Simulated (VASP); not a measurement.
# Na (Pm-3m) in VASP: single point with LDA

Aim: the single point of Na with LDA.

Everything below comes from runs of VASP 6.6.1. Logs are shortened: lines on timing, memory, paths and dates and some standing lists are left out, and cuts for length are marked.

### Step 1. The cell of the first run

The structure is cubic, space group Pm-3m (No. 221). Conventional cell: a = 3.156 Å, b = 3.156 Å, c = 3.156 Å, α = 90.00°, β = 90.00°, γ = 90.00°. Within 4.2 Å of Na (site symmetry m-3m) lie 6 Na at 3.16 Å.

### Step 2. Single point, LDA (volume scaled by 0.88)

The input, INCAR:

```
SYSTEM = Na
PREC = Accurate
ENCUT = 520
EDIFF = 1E-7
ISMEAR = -1
SIGMA = 0.05
LREAL = .False.
LASPH = .True.
NELM = 60
ALGO = Normal
ISIF = 2
LWAVE = .False.
LCHARG = .False.
GGA = CA
NBANDS = 10
```

The input, KPOINTS:

```
Automatic mesh
0
Gamma
  12 12 12
  0 0 0
```

The input, POSCAR:

```
Na
1.0
    3.1558996988      0.0000000000      0.0000000000
    0.0000000000      3.1558996988      0.0000000000
    0.0000000000      0.0000000000      3.1558996988
Na
1
Direct
    0.0000000000      0.0000000000      0.0000000000
```

Potentials or basis: VASP PAW LDA potentials, release 64 (Na_pv).

The run is started by

```console
> cat potpaw_LDA.64/Na_pv/POTCAR > POTCAR
> mpirun -np 1 vasp_std > vasp.out
```

OUTCAR:

```text
SYSTEM = Na
   PREC = Accurate
   ENCUT = 520
   EDIFF = 1E-7
   ISMEAR = -1
   LREAL = .False.
   LASPH = .True.
   NELM = 60
   ISIF = 2
   GGA = CA

 ion  position               nearest neighbor table
   1  0.000  0.000  0.000-

  LATTYP: Found a simple cubic cell.
 ALAT       =     3.1558996988

  Lattice vectors:

 A1 = (   3.1558996988,   0.0000000000,   0.0000000000)
 A2 = (   0.0000000000,   3.1558996988,   0.0000000000)
 A3 = (   0.0000000000,   0.0000000000,   3.1558996988)

Analysis of symmetry for initial positions (statically):
=====================================================================
 Subroutine PRICEL returns:
 Original cell was already a primitive cell.

 Routine SETGRP: Setting up the symmetry group for a
 simple cubic supercell.

 Subroutine GETGRP returns: Found 48 space group operations
 (whereof 48 operations were pure point group operations)
 out of a pool of 48 trial point group operations.

The static configuration has the point symmetry O_h .

Analysis of symmetry for dynamics (positions and initial velocities):
=====================================================================
 Subroutine PRICEL returns:
 Original cell was already a primitive cell.

 Routine SETGRP: Setting up the symmetry group for a
 simple cubic supercell.

 Subroutine GETGRP returns: Found 48 space group operations
 (whereof 48 operations were pure point group operations)
 out of a pool of 48 trial point group operations.

The dynamic configuration has the point symmetry O_h .

 Subroutine INISYM returns: Found 48 space group operations
 (whereof 48 operations are pure point group operations),
 and found     1 'primitive' translations

----------------------------------------------------------------------------------------

                                     Primitive cell

  volume of cell :      31.4318

  direct lattice vectors                    reciprocal lattice vectors
     3.155899699  0.000000000  0.000000000     0.316866851  0.000000000  0.000000000
     0.000000000  3.155899699  0.000000000     0.000000000  0.316866851  0.000000000
     0.000000000  0.000000000  3.155899699     0.000000000  0.000000000  0.316866851

  length of vectors
     3.155899699  3.155899699  3.155899699     0.316866851  0.316866851  0.316866851

  position of ions in fractional coordinates (direct lattice)
     0.000000000  0.000000000  0.000000000

  ion indices of the primitive-cell ions
[... 77 lines left out ...]
   NSW    =      0    number of steps for IOM
   IBRION =     -1    ionic relax: 0-MD 1-quasi-New 2-CG
   NFREE  =      0    steps in history (QN), initial steepest desc. (CG)
   ISIF   =      2    stress and relaxation
   ISYM   =      2    0-nonsym 1-usesym 2-fastsym
   POTIM  = 0.5000    time-step for ionic-motion
   TEBEG  =    0.0;   TEEND  =   0.0 temperature during run
   PSTRESS=    0.0 pullay stress
   NELECT =       7.0000    total number of electrons
   NUPDOWN=      -1.0000    fix difference up-down
   EMIN   =  10.00;   EMAX   =-10.00  energy-range for DOS
   EFERMI =   0.00;   METHOD = LEGACY
   ISMEAR =    -1;   SIGMA  =   0.05  broadening in eV -4-tet -1-fermi 0-gaus
   EFERMI_NEDOS =   21; number of points for ismear=-14 and -15
   IALGO  =     38    algorithm
   IMIX   =      4    mixing-type and parameters
     AMIX     =   0.40;   BMIX     =  1.00
     AMIX_MAG =   1.60;   BMIX_MAG =  1.00
  volume/ion in A,a.u.               =      31.43       212.11
  Fermi-wavevector in a.u.,A,eV,Ry     =   0.992318  1.875210 13.397596  0.984696
  Thomas-Fermi vector in A             =   2.124122
   LORBIT       =      0    0 simple, 1 ext, 2 COOP (PROOUT), +10 PAW based schemes
   GGA     = CA    functional components
   LHFCALC =     F    Hartree Fock is set to
   AEXX    =    0.0000 exact exchange contribution
   IVDW    =     0    specifies the selected vdW correction
   LEPSILON=     F    determine dielectric tensor
   LRPA    =     F    only Hartree local field effects (RPA)
 non-spin polarized calculation
  energy-cutoff  :      520.00
  volume of cell :       31.43
 maximum number of plane-waves:       870
 NGX is ok and might be reduce to    24
   NGX = 11   NGY = 11   NGZ = 11

 number of electron       7.0000005 magnetization

 Free energy of the ion-electron system (eV)
  ---------------------------------------------------
  ext. energy  EPLUGINS =         0.00000000
  ---------------------------------------------------
  free energy    TOTEN  =        -1.31894138 eV

  energy without entropy =       -1.31449154  energy(sigma->0) =       -1.31671646

 E-fermi :   0.6897     XC(G=0):  -7.2010

 val. band max:        0.6689388166   @ k =   0.5000   0.0000   0.0000
 cond. band min:       0.7076962303   @ k =   0.4167   0.2500   0.0833
 fundamental gap:      0.0387574138
 Fermi energy:         0.6896686855

 k-point     1 :       0.0000    0.0000    0.0000
  band No.  band energies     occupation
      1     -24.3488      2.00000
      2     -24.3488      2.00000
      3     -24.3488      2.00000
      4      -2.9676      2.00000
      5       9.8597      0.00000
      6       9.8597      0.00000
      7      11.7365      0.00000
      8      11.7365      0.00000
      9      11.7365      0.00000
     10      15.3586      0.00000
[... 287 lines left out ...]
 k-point    24 :       0.4167    0.3333    0.0000
  band No.  band energies     occupation
      1     -24.4337      2.00000
      2     -24.4135      2.00000
      3     -24.3343      2.00000
      4       1.3093      0.00001
      5       3.7190      0.00000
      6       6.1295      0.00000
      7       8.5034      0.00000
      8      15.0537      0.00000
      9      16.1778      0.00000
     10      16.9144      0.00000

 [... further k-points ...]

------------------------ aborting loop because EDIFF is reached ----------------------------------------

  FORCE on cell =-STRESS in cart. coord.  units (eV):
  Direction    XX          YY          ZZ          XY          YZ          ZX
  --------------------------------------------------------------------------------------
  -------------------------------------------------------------------------------------
  Total        0.2300079      0.2300079      0.2300079     -0.0000000      0.0000000     -0.0000000
  in kB       11.7242148     11.7242148     11.7242148     -0.0000000      0.0000000     -0.0000000
  external PRESSURE =      11.7242148 kB  Pullay stress =       0.0000000 kB

 VOLUME and BASIS-vectors are now :
 -----------------------------------------------------------------------------
  energy-cutoff  :      520.00
  volume of cell :       31.43
      direct lattice vectors                 reciprocal lattice vectors
     3.155899699  0.000000000  0.000000000     0.316866851  0.000000000  0.000000000
     0.000000000  3.155899699  0.000000000     0.000000000  0.316866851  0.000000000
     0.000000000  0.000000000  3.155899699     0.000000000  0.000000000  0.316866851

 POSITION                                       TOTAL-FORCE (eV/Angst)
 -----------------------------------------------------------------------------------
      0.00000      0.00000      0.00000         0.000000      0.000000      0.000000
 -----------------------------------------------------------------------------------
    total drift:                                0.000000     -0.000000      0.000000

  FREE ENERGIE OF THE ION-ELECTRON SYSTEM (eV)
  ---------------------------------------------------
  free  energy   TOTEN  =        -1.3189413849 eV

  energy  without entropy=       -1.3144915378  energy(sigma->0) =       -1.31671646
```

OSZICAR:

```text
N       E                     dE             d eps       ncg     rms          rms(c)
DAV:   1     0.294031451473E+02    0.29403E+02   -0.37860E+03  1684   0.601E+02
DAV:   2    -0.707564506450E+00   -0.30111E+02   -0.29981E+02  1740   0.153E+02
DAV:   3    -0.131993648025E+01   -0.61237E+00   -0.61196E+00  2076   0.234E+01
DAV:   4    -0.132392360586E+01   -0.39871E-02   -0.39868E-02  1912   0.189E+00
DAV:   5    -0.132397439612E+01   -0.50790E-04   -0.50790E-04  1966   0.211E-01    0.248E-01
DAV:   6    -0.132095854279E+01    0.30159E-02   -0.12273E-03  2060   0.456E-01    0.159E-01
DAV:   7    -0.131897082381E+01    0.19877E-02   -0.18059E-03  2020   0.457E-01    0.259E-02
DAV:   8    -0.131894093424E+01    0.29890E-04   -0.13784E-04  1930   0.192E-01    0.354E-03
DAV:   9    -0.131894138476E+01   -0.45052E-06   -0.83335E-07  1902   0.972E-03    0.140E-03
DAV:  10    -0.131894138489E+01   -0.13006E-09   -0.14399E-07  1858   0.398E-03
   1 F= -.13189414E+01 E0= -.13167165E+01  d E =-.444985E-02
```

Run time: 6.2 s. Hardware: 1 thread of Intel Xeon 6975P-C (Granite Rapids), shared host; peak memory 0.13 GiB.

Results:

- Free energy: -1.3189 eV
- Pressure: 1.2 GPa

Levels at points of the mesh, in eV from the Fermi level:
```
           k point  band 1  band 2  band 3  band 4  band 5  band 6  band 7
(0.00, 0.00, 0.00)  -25.04  -25.04  -25.04   -3.66    9.17    9.17   11.05
(0.50, 0.00, 0.00)  -25.14  -25.03  -25.03   -0.02    0.30   11.73   13.45
(0.50, 0.50, 0.00)  -25.13  -25.13  -25.02    3.41    3.44    3.44    4.84
(0.50, 0.50, 0.50)  -25.11  -25.11  -25.11    6.47    6.47    6.47    6.98
```
